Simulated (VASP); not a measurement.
Crystal: Hf3Ta2F.

```
CELL_PARAMETERS angstrom
3.40818 0.00000 0.00000
0.00000 3.40818 0.00000
0.00000 0.00000 10.79204
ATOMIC_POSITIONS crystal
Hf 0.50000 0.50000 0.17872
Hf 0.50000 0.50000 0.50000
Hf 0.50000 0.50000 0.82128
Ta 0.00000 0.00000 0.33344
Ta 0.00000 0.00000 0.66656
F 0.00000 0.00000 0.00000
```

The cell was generated, and may not be a known phase.

| Quantity | Value |
| --- | --- |
| Program | VASP 6.6.1 |
| Task | relaxation of cell and atoms |
| Functional | PBE |
| Potentials or basis | VASP PAW PBE potentials, release 64 (Hf_pv, Ta_pv, F) |
| Cutoff | 600 eV |
| k mesh | 6 × 6 × 2 |
| Occupations | gaussian, width 0.1 eV |
| Spin | no spin polarisation |

At the start: pressure -7.4 GPa; volume 20.89 Å³/atom.

Where does the relaxation end?

Over 27 steps the energy falls by 119.4 meV/atom and the volume is 18.66 Å³/atom (-10.7 %); space group P4/mmm (No. 123, to 0.1 Å) before and after.

The path:
```tsv
step	energy change (eV)	largest force (eV/Å)	pressure (GPa)	volume (Å³)
1	0.0000	0.1027	-7.43	125.36
2	0.0190	1.3880	10.60	108.57
3	-0.2265	0.6411	0.20	116.73
4	-0.2760	0.3688	0.16	116.08
5	-0.2991	0.1988	0.37	115.38
6	-0.2952	0.7671	1.20	113.92
7	-0.3066	0.3308	0.62	114.87
8	-0.3075	0.4617	0.83	114.53
9	-0.3407	0.5111	-1.04	116.28
10	-0.3500	0.4901	-2.57	117.65
11	-0.3609	0.4501	-2.55	117.62
12	-0.3928	0.3167	-2.42	117.52
13	-0.4520	0.1446	-2.19	117.24
14	-0.5374	0.4992	-1.72	116.39
15	-0.3491	1.7657	0.80	113.68
16	-0.5567	0.7901	-1.34	115.99
17	-0.5552	1.1155	-0.88	115.54
18	-0.5592	0.9477	-1.14	115.79
19	-0.5922	1.0301	-0.94	115.15
20	-0.6046	1.0783	-0.73	114.11
21	-0.6077	1.0737	-0.82	114.52
22	-0.6489	0.8390	-0.83	114.07
23	-0.7116	0.1359	-0.58	112.74
24	-0.7130	0.0429	-0.49	112.50
25	-0.7151	0.0284	0.05	112.06
26	-0.7154	0.0369	0.37	111.82
27	-0.7166	0.0280	0.22	111.95
```

Final structure:
```cif
data_structure
_symmetry_space_group_name_H-M 'P 1'
_symmetry_Int_Tables_number 1
_cell_length_a 2.9601
_cell_length_b 2.9601
_cell_length_c 12.7757
_cell_angle_alpha 90.000
_cell_angle_beta 90.000
_cell_angle_gamma 90.000
_cell_volume 111.95
loop_
_atom_site_label
_atom_site_type_symbol
_atom_site_fract_x
_atom_site_fract_y
_atom_site_fract_z
_atom_site_occupancy
Hf1 Hf 0.50000 0.50000 0.14759 1
Hf2 Hf 0.50000 0.50000 0.50000 1
Hf3 Hf 0.50000 0.50000 0.85241 1
Ta1 Ta 0.00000 0.00000 0.31512 1
Ta2 Ta 0.00000 0.00000 0.68488 1
F1 F 0.00000 0.00000 0.00000 1
```

Caveat: a cell axis changed by over 15 % at a fixed basis, so the end point is rough; an odd number of electrons without spin polarisation forces a metal; a magnetic or distorted state may lie lower.
